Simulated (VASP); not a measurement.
BeTe: relaxation of cell and atoms with PBE+D3(BJ)

The system is BeTe.

```
Be Te
1.0
     0.00000    2.83187    2.83187
     2.83187    0.00000    2.83187
     2.83187    2.83187    0.00000
Be Te
1 1
Direct
  0.00000 0.00000 0.00000
  0.25000 0.25000 0.25000
```

- Program: VASP 6.6.1
- Task: relaxation of cell and atoms
- Functional: PBE
- Dispersion: D3(BJ)
- Potentials or basis: VASP PAW PBE potentials, release 64 (Be, Te)
- Cutoff: 600 eV
- k mesh: 8 × 8 × 8
- Occupations: gaussian, width 0.02 eV
- Spin: no spin polarisation
- Dipole correction: no
- Further INCAR settings: ALGO = Normal; EDIFF = 1e-06; IBRION = 2; EDIFFG = -0.005; NSW = 70; ISIF = 3

| Property | Result |
| --- | --- |
| Relaxed volume | 21.78 Å³/atom |
| Relaxed cell | a = 3.950 Å, b = 3.950 Å, c = 3.950 Å, α = 60.00°, β = 60.00°, γ = 60.00° |
| Space group after relaxing (to 0.1 Å) | F-43m (No. 216) |
| Energy gained by relaxing | 7.1 meV/atom |
| Ionic steps | 3 |
| Pressure after relaxing | 0.0 GPa |
| Band gap on the k mesh | 1.91 eV (least direct gap 3.59 eV) |
| Dispersion energy per atom | -0.347 eV |

The path:
| step | energy change (eV) | largest force (eV/Å) | pressure (GPa) | volume (Å³) |
| --- | --- | --- | --- | --- |
| 1 | 0.0000 | 0.0000 | -2.37 | 45.42 |
| 2 | -0.0137 | 0.0000 | 0.46 | 43.25 |
| 3 | -0.0142 | 0.0000 | 0.01 | 43.57 |

Final structure:
```yaml
crystal:
  lattice:
    - [0.00000, 2.79283, 2.79283]
    - [2.79283, 0.00000, 2.79283]
    - [2.79283, 2.79283, 0.00000]
  atoms:
    - { symbol: Be, position: [0.00000, 0.00000, 0.00000] }
    - { symbol: Te, position: [0.25000, 0.25000, 0.25000] }
```

Levels at points of the mesh, in eV from the valence-band top:
| k point | band 1 | band 2 | band 3 | band 4 | band 5 | band 6 | band 7 | band 8 |
| --- | --- | --- | --- | --- | --- | --- | --- | --- |
| (0.00, 0.00, 0.00) | -12.46 | 0.00 | 0.00 | 0.00 | 3.59 | 3.59 | 3.59 | 4.00 |
| (0.50, 0.00, 0.00) | -11.06 | -5.70 | -1.18 | -1.18 | 3.14 | 4.58 | 4.58 | 7.81 |
| (0.50, 0.50, 0.00) | -10.54 | -5.25 | -2.74 | -2.74 | 1.91 | 2.63 | 9.86 | 9.86 |

Wall time 22 s on 1 thread of Intel(R) Xeon(R) Platinum 8375C CPU @ 2.90GHz (Ice Lake), on a shared host, peak memory 0.2 GiB.

Caveat: spin-orbit coupling is left out, which moves the levels of the heavy elements. A k mesh can miss the band edges.
